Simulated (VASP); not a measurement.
Ta3AsAu2O13:

```
Ta As Au O
1.0
     5.72385   -0.00745   -0.00403
     1.30279    6.25499    0.00561
     0.27574    1.30074    8.36754
Ta As Au O
3 1 2 13
Direct
  0.21713 0.30521 0.58431
  0.03325 0.11123 0.99855
  0.58248 0.62145 0.50482
  0.58707 0.89691 0.83049
  0.58004 0.09228 0.18613
  0.04485 0.82077 0.44682
  0.66201 0.69726 0.71088
  0.51632 0.13418 0.69625
  0.85098 0.88773 0.91932
  0.34466 0.87003 0.94651
  0.73015 0.29240 0.03095
  0.24622 0.21809 0.11075
  0.12900 0.09398 0.49104
  0.48032 0.38887 0.43499
  0.05966 0.26685 0.78594
  0.93330 0.53240 0.45645
  0.49975 0.85161 0.34971
  0.25256 0.62988 0.62473
  0.91878 0.95175 0.22636
```

Program: VASP 6.6.1. Alike in all runs: task single point; potentials or basis VASP PAW PBE potentials, release 64 (Ta_pv, As, Au, O); no spin polarisation; cell as given; k mesh 4 × 4 × 3; cutoff (eV) 520; smearing fermi-dirac 0.05 eV.

**Question.** Order these runs on this cell by their pressure, lowest first.
A. level PBE
B. level PBE+U; U Au d U = 6.0 eV, Ta d U = 6.0 eV
C. level PBE+U; U Au d U = 3.0 eV, Ta d U = 3.0 eV

**Answer.** A (0.9 GPa), C (2.6 GPa), B (4.3 GPa).

Caveats: the cell stands under pressure (at least some runs).
